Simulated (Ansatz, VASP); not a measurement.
**One calculation of ScAl3, two programs**

```
Sc Al
1.0
     4.12159    0.00000    0.00000
     0.00000    4.12159    0.00000
     0.00000    0.00000    4.12159
Sc Al
1 3
Direct
  0.00000 0.00000 0.00000
  0.50000 0.00000 0.50000
  0.00000 0.50000 0.50000
  0.50000 0.50000 0.00000
```

Alike in both runs: task single point; functional PBEsol; dispersion D3(BJ); k mesh 6 × 6 × 6; no spin polarisation.

|  | VASP | Ansatz |
| --- | --- | --- |
| version | VASP 6.6.1 | Ansatz 0.2.0 |
| potentials or method | VASP PAW PBE potentials, release 64 (Sc_sv, Al), cutoff 520 eV | plane waves, PAW |
| occupations | fermi-dirac, width 0.1 eV | fermi-dirac |
| valence electrons in the cell | 20 | 20 |

Ansatz gave:

- pressure (GPa): -6.4

Which values does VASP return?

Pressure (GPa): -6.3.

VASP's potentials were made for PBE, not for PBEsol.
